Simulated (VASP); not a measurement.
Runs of VASP 6.6.1 on BaF2. It takes space group Fm-3m (No. 225, cubic). Conventional cell: a = 6.194 Å, b = 6.194 Å, c = 6.194 Å, α = 90.00°, β = 90.00°, γ = 90.00°. Within 3.5 Å of Ba (site symmetry m-3m) lie 8 F at 2.68 Å. Within 3.5 Å of F (site symmetry -43m) lie 4 Ba at 2.68 Å and 6 F at 3.10 Å. 

```csv
level,potentials or basis,k mesh,cutoff (eV),smearing,grid for exact exchange (PRECFOCK),share of exact exchange,screening parameter,gap on the mesh (eV),pressure (GPa)
PBEsol,"VASP PAW PBE potentials, release 64 (Ba_sv, F)",6 × 6 × 6,600,methfessel-paxton 0.5 eV,-,-,-,(a),-0.7
PBEsol,"VASP PAW PBE potentials, release 64 (Ba_sv, F)",6 × 6 × 6,600,methfessel-paxton 0.05 eV,-,-,-,6.65,-0.5
PBEsol,"VASP PAW PBE potentials, release 64 (Ba_sv, F)",6 × 6 × 6,600,fermi-dirac 0.05 eV,-,-,-,6.65,-0.5
PBEsol,"VASP PAW PBE potentials, release 64 (Ba_sv, F)","6 × 6 × 6, shifted",600,gaussian 0.01 eV,-,-,-,(c),-0.5
LDA,"VASP PAW LDA potentials, release 64 (Ba_sv, F)",6 × 6 × 6,600,gaussian 0.01 eV,-,-,-,6.42,-3.3
PBEsol,"VASP PAW PBE potentials, release 64 (Ba_sv, F)",6 × 6 × 6,600,gaussian 0.01 eV,-,-,-,6.65,-0.5
PBEsol,"VASP PAW PBE potentials, release 64 (Ba_sv, F)",3 × 3 × 3,600,gaussian 0.01 eV,-,-,-,6.72,-0.5
LDA,"VASP PAW LDA potentials, release 64 (Ba_sv, F)",4 × 4 × 4,600,gaussian 0.01 eV,-,-,-,6.40,-3.3
HSE06,"VASP PAW PBE potentials, release 64 (Ba_sv, F)",4 × 4 × 4,520,gaussian 0.01 eV,Normal,0.25,0.2079 1/Å,8.70,(b)
r2SCAN,"VASP PAW PBE potentials, release 64 (Ba_sv, F)",6 × 6 × 6,660,gaussian 0.01 eV,-,-,-,7.36,0.9
```

Alike in all rows: task single point; no spin polarisation; cell as given.

Task: Estimate the missing entries.

Result: (a) 6.66; (b) 1.4; (c) 6.81.

Caveats: some runs use coarse meshes; spin-orbit coupling is left out, which moves the levels of the heavy elements; the PAW data sets were made with another functional, which shifts forces and pressure a little (at least some runs); so wide a smearing shifts energies and pressures (at least some runs); a shifted mesh leaves out Γ, where band edges can lie (at least some runs); the cell stands under tension (at least some runs).

A k mesh can miss the band edges, and the runs leave out spin-orbit coupling on Ba.
